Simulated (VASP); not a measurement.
Wanted: the native input for a VASP 6.6.1 run.

| Item | Value |
| --- | --- |
| Task | single point |
| Functional | LDA |
| Potentials or basis | VASP PAW LDA potentials, release 64 (Pt) |
| Cutoff | 520 eV |
| k mesh | 22 × 22 × 22 |
| Occupations | gaussian, width 0.15 eV |
| Spin | no spin polarisation |
| Dipole correction | no |
| Further INCAR settings | ALGO = Fast; EDIFF = 1e-06; NBANDS = 11 |

The structure of Pt lies in POSCAR:

```
Pt
1.0
   -1.8235013956      1.6171754727      1.6171754727
    1.6171754727     -1.8235013956      1.6171754727
    1.6171754727      1.6171754727     -1.8235013956
Pt
1
Direct
    0.0000000000      0.0000000000      0.0000000000
```

These files were run (other wordings do the same):

INCAR

```
ALGO = Fast ; EDIFF = 1E-6
ENCUT = 520 ; GGA = CA
ISIF = 2 ; ISMEAR = 0
LASPH = T ; LCHARG = F
LREAL = F ; LWAVE = F
NBANDS = 11 ; NELM = 80
PREC = Accurate ; SIGMA = 0.15
```

KPOINTS

```
k-points
0
Gamma
  22 22 22
```

Potentials or basis: VASP PAW LDA potentials, release 64 (Pt).

Run with:

```sh
$ cat potpaw_LDA.64/Pt/POTCAR > POTCAR
$ mpirun -np 1 vasp_std > vasp.out
```

Results of the run:

* Pressure: -8.9 GPa
* Band gap on the k mesh: zero (bands 5 and 6 overlap by 3.39 eV)

Caveat: the cell stands under tension; spin-orbit coupling is left out, which moves the levels of the heavy elements.

It took 54 s on 1 thread of Intel(R) Xeon(R) 6975P-C (Granite Rapids), on a shared host, peak memory 0.29 GiB.
